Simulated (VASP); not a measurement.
A run of VASP 6.6.1 is set up as follows.

File POSCAR:

```
Lu
1.0
   -1.9541071100      1.9541071100      1.9541071100
    1.9541071100     -1.9541071100      1.9541071100
    1.9541071100      1.9541071100     -1.9541071100
Lu
1
Direct
    0.0000000000      0.0000000000      0.0000000000
```

INCAR.step1

```
SYSTEM = Lu
PREC     = Accurate       ! precision mode
ENCUT    = 660            ! plane-wave cutoff, eV
ISMEAR   = -1             ! smearing method
SIGMA    = 0.05           ! smearing width, eV
LREAL    = .False.        ! projectors in reciprocal space
LASPH    = .True.         ! aspherical terms in the spheres
NELM     = 120            ! most SCF steps
NBANDS   = 18             ! bands
GGA      = PE             ! functional
ALGO     = Normal         ! electronic algorithm
EDIFF    = 1E-5           ! SCF threshold, eV
LWAVE    = .True.         ! write WAVECAR
LCHARG   = .False.        ! write CHGCAR
GGA_COMPAT= .False.
```

INCAR.step2

```
SYSTEM = Lu
PREC     = Accurate       ! precision mode
ENCUT    = 660            ! plane-wave cutoff, eV
EDIFF    = 1E-6           ! SCF threshold, eV
ISMEAR   = -1             ! smearing method
SIGMA    = 0.05           ! smearing width, eV
LREAL    = .False.        ! projectors in reciprocal space
LASPH    = .True.         ! aspherical terms in the spheres
NELM     = 120            ! most SCF steps
ALGO     = Normal         ! electronic algorithm
ISIF     = 2              ! what is computed and relaxed
LWAVE    = .False.        ! write WAVECAR
LCHARG   = .False.        ! write CHGCAR
METAGGA  = R2SCAN         ! meta-GGA
LMIXTAU  = .True.       
NBANDS   = 18             ! bands
ISTART   = 1            
GGA_COMPAT= .False.
```

File KPOINTS:

```
Automatic mesh
0
Gamma
  10 10 10
  0 0 0
```

Potentials or basis: VASP PAW PBE potentials, release 64 (Lu).

The run is started by

```console
$ cat potpaw_PBE.64/Lu/POTCAR > POTCAR
$ cp INCAR.step1 INCAR
$ mpirun -np 1 vasp_std > vasp.out
$ cp INCAR.step2 INCAR
$ mpirun -np 1 vasp_std > vasp.out
```

(1) Estimate the pressure.

(2) Estimate the band gap on the k mesh.

Answers

(1) -0.2 GPa.

(2) zero (an odd number of electrons rules out a gap without spin polarisation).

Caveat: the PAW data sets were made with another functional, which shifts forces and pressure a little; spin-orbit coupling is left out, which moves the levels of the heavy elements.
